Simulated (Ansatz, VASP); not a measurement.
Two plane-wave programs on SiSe

File INCAR:

```
SYSTEM = SiSe
PREC     = Accurate       ! precision mode
ENCUT    = 600            ! plane-wave cutoff, eV
EDIFF    = 1E-7           ! SCF threshold, eV
ISMEAR   = 0              ! smearing method
SIGMA    = 0.1            ! smearing width, eV
LREAL    = .False.        ! projectors in reciprocal space
LASPH    = .True.         ! aspherical terms in the spheres
NELM     = 100            ! most SCF steps
ALGO     = Normal         ! electronic algorithm
ISIF     = 3              ! what is computed and relaxed
LWAVE    = .False.        ! write WAVECAR
LCHARG   = .False.        ! write CHGCAR
GGA      = PE             ! functional
IBRION   = 2              ! ionic algorithm
NSW      = 100            ! ionic steps
EDIFFG   = -0.01          ! ionic threshold
```

Contents of KPOINTS:

```
Automatic mesh
0
Gamma
  16 16 16
  0 0 0
```

The input POSCAR:

```
SiSe
1.0
    0.0000000000      3.0738686973      3.0738686973
    3.0738686973      0.0000000000      3.0738686973
    3.0738686973      3.0738686973      0.0000000000
Si Se
1 1
Direct
    0.0000000000      0.0000000000      0.0000000000
    0.2500000000      0.2500000000      0.2500000000
```

Input for Ansatz:

```yaml
crystal:
  lattice:
    - [0.0, 3.0738686973, 3.0738686973]
    - [3.0738686973, 0.0, 3.0738686973]
    - [3.0738686973, 3.0738686973, 0.0]
  atoms:
    - { symbol: Si, position: [0.0, 0.0, 0.0] }
    - { symbol: Se, position: [0.25, 0.25, 0.25] }
basis:
  ecutwfc: 420
kpoints:
  mp_grid: { grid: [16, 16, 16] }
hamiltonian:
  xc: pbe
scf:
  occupations: { method: gaussian, width: 0.1 }
output:
  forces: true
  stress: true
  eigenvalues: true
relax:
  adjacent_minimum: "off"
  f_tol: 0.01
  max_steps: 80
  cell: { stress_tol: 0.05 }
```

Alike in both runs: task relaxation of cell and atoms; functional PBE; k mesh 16 × 16 × 16; occupations gaussian, width 0.1 eV; no spin polarisation.

```csv
,VASP,Ansatz
version,VASP 6.6.1,Ansatz 0.2.0
potentials or method,"VASP PAW PBE potentials, release 64 (Si, Se), cutoff 600 eV","scalar-relativistic, plane waves, PAW"
valence electrons in the cell,10,20
```

|  | VASP | Ansatz | Ansatz less VASP |
| --- | --- | --- | --- |
| gap on the k mesh at the Fermi level, each at its own relaxed structure (eV) | none | none | - |
| relaxed volume (Å³/atom) | 28.94 | 28.92 | -0.021 |
| relaxed cell length with the largest relative difference (Å) | 4.342 | 4.341 | -0.0010 |

A gap of «none» marks a metal or a gap that the smearing closes. VASP's potentials hold 10 valence electrons a cell and Ansatz's 20, so a difference there can come from the potentials and not from the codes.
